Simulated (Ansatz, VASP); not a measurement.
# Ag: VASP beside Ansatz

```
Ag
1.0
     0.00000    2.04310    2.09418
     2.04310    0.00000    2.09418
     2.04310    2.04310    0.00000
Ag
1
Direct
  0.00000 0.00000 0.00000
```

Change from the starting cell: strain +0.000 along x and y, +0.025 along z, atoms carried along.

Alike in both runs: task single point; functional PBEsol; k mesh 20 × 20 × 20; occupations gaussian, width 0.15 eV; no spin polarisation.

|  | VASP | Ansatz |
| --- | --- | --- |
| version | VASP 6.6.1 | Ansatz 0.2.0 |
| potentials or method | VASP PAW PBE potentials, release 64 (Ag), cutoff 520 eV | scalar-relativistic, plane waves, PAW |
| valence electrons in the cell | 11 | 19 |

Ansatz gave:

- gap on the k mesh at the Fermi level (eV): none
- pressure (GPa): -5.0
- traceless stress, the component that is largest in VASP (GPa): -0.65

**Question.** Estimate VASP's values.

**Answer.** gap on the k mesh at the Fermi level (eV): none; pressure (GPa): -5.2; traceless stress, the component that is largest in VASP (GPa): -0.65.

VASP's potentials were made for PBE, not for PBEsol. A gap of «none» marks a metal or a gap that the smearing closes. With one functional, cell and mesh, what is left measures potentials, basis and numerics. VASP's potentials hold 11 valence electrons a cell and Ansatz's 19, so a difference there can come from the potentials and not from the codes.
